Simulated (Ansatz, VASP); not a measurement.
Mo in VASP and in Ansatz

INCAR

```
ALGO = Normal
EDIFF = 1E-6
ENCUT = 520
GGA = CA
ISIF = 2
ISMEAR = 0
LASPH = T
LCHARG = T
LELF = T
LREAL = F
LVHAR = T
LWAVE = F
NBANDS = 13
NELM = 100
PREC = Accurate
SIGMA = 0.15
```

File KPOINTS:

```
k-points
0
Gamma
  22 22 22
```

The input POSCAR:

```
Mo
1.0
    0.0000000000      2.0150000000      2.0150000000
    2.0150000000      0.0000000000      2.0150000000
    2.0150000000      2.0150000000      0.0000000000
Mo
1
Direct
    0.0000000000      0.0000000000      0.0000000000
```

Input for Ansatz:

```yaml
crystal:
  lattice:
    - [0.0, 2.015, 2.015]
    - [2.015, 0.0, 2.015]
    - [2.015, 2.015, 0.0]
  atoms:
    - { symbol: Mo, position: [0.0, 0.0, 0.0] }
basis:
  ecutwfc: 420
kpoints:
  mp_grid: { grid: [22, 22, 22] }
hamiltonian:
  xc: lda
scf:
  occupations: { method: gaussian, width: 0.15 }
output:
  forces: true
  stress: true
  eigenvalues: true
```

Alike in both runs: task single point; functional LDA; k mesh 22 × 22 × 22; occupations gaussian, width 0.15 eV; no spin polarisation.

|  | VASP | Ansatz |
| --- | --- | --- |
| version | VASP 6.6.1 | Ansatz 0.2.0 |
| potentials or method | VASP PAW LDA potentials, release 64 (Mo_sv), cutoff 520 eV | scalar-relativistic, plane waves, PAW |
| valence electrons in the cell | 14 | 14 |

|  | VASP | Ansatz | Ansatz less VASP |
| --- | --- | --- | --- |
| gap on the k mesh at the Fermi level (eV) | none | none | - |
| pressure (GPa) | -15.6 | -16.5 | -0.87 |

LDA's correlation is that of Perdew and Zunger in VASP and of Perdew and Wang (1992) in Ansatz. A gap of «none» marks a metal or a gap that the smearing closes.
